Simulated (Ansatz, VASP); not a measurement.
This is a calculation of Ge for Ansatz 0.2.0.

input.yaml

```yaml
crystal:
  lattice:
    - [3.9975858431, 0.0, 0.0]
    - [-1.9987929216, 3.462010894, 0.0]
    - [0.0, 0.0, 6.59937795]
  atoms:
    - { symbol: Ge, position: [0.3333333333, 0.6666666667, 0.93709875] }
    - { symbol: Ge, position: [0.6666666667, 0.3333333333, 0.43709875] }
    - { symbol: Ge, position: [0.3333333333, 0.6666666667, 0.56290125] }
    - { symbol: Ge, position: [0.6666666667, 0.3333333333, 0.06290125] }
hamiltonian:
  xc: blyp
  pseudopotentials: { kind: paw }
  dispersion: d3bj
kpoints:
  mp_grid: { grid: [8, 8, 4] }
scf:
  occupations: { method: fermi_dirac, width: 0.05 }
output:
  forces: true
  stress: true
  eigenvalues: true
relax:
  f_tol: 0.01
  max_steps: 40
  cell: { stress_tol: 0.05 }
```

Potentials or basis: Ansatz PAW.

Command:

```sh
$ ansatz run input.yaml --threads 1 --pin off --max-ram 3584MiB --backend cpu --events-out ev --progress --plain --runs-dir out
```

**Question.** Set up the same calculation for VASP 6.6.1. Potentials there: VASP PAW PBE potentials, release 64 (Ge_d).

**Answer.** As run (the cutoff follows the program's own potentials):

Contents of INCAR:

```
  PREC = Accurate
  ENCUT = 600
  EDIFF = 1E-6
  ISMEAR = -1
  SIGMA = 0.05
  LREAL = F
  LASPH = T
  NELM = 100
  ALGO = Normal
  ISIF = 3
  LWAVE = F
  LCHARG = F
  GGA = B5
  ALDAX = 1.0
  AGGAX = 1.0
  AGGAC = 1.0
  ALDAC = 0.0
  IVDW = 12
  VDW_S6 = 1.0
  VDW_S8 = 2.6996
  VDW_A1 = 0.4298
  VDW_A2 = 4.2359
  IBRION = 2
  NSW = 60
  EDIFFG = -0.01
```

KPOINTS

```
Automatic mesh
0
Gamma
  8 8 4
```

POSCAR

```
Ge
1.0
    3.9975858431      0.0000000000      0.0000000000
   -1.9987929216      3.4620108940      0.0000000000
    0.0000000000      0.0000000000      6.5993779500
Ge
4
Direct
    0.3333333333      0.6666666667      0.9370987500
    0.6666666667      0.3333333333      0.4370987500
    0.3333333333      0.6666666667      0.5629012500
    0.6666666667      0.3333333333      0.0629012500
```

Potentials or basis: VASP PAW PBE potentials, release 64 (Ge_d).

Run with:

```sh
$ cat potpaw_PBE.64/Ge_d/POTCAR > POTCAR
$ mpirun -np 1 vasp_std > vasp.out
```

Both were run:

|  | VASP | Ansatz | Ansatz less VASP |
| --- | --- | --- | --- |
| gap on the k mesh at the Fermi level, each at its own relaxed structure (eV) | 0.19 | 0.19 | +0.001 |
| relaxed volume (Å³/atom) | 23.53 | 23.44 | -0.085 |
| relaxed cell length with the largest relative difference (Å) | 6.669 | 6.661 | -0.0083 |

VASP's potentials were made for PBE, not for BLYP.

Noted on Ansatz's run: the plane-wave basis is chosen anew once the cell has moved, so the energies of steps on either side of that aren't comparable.
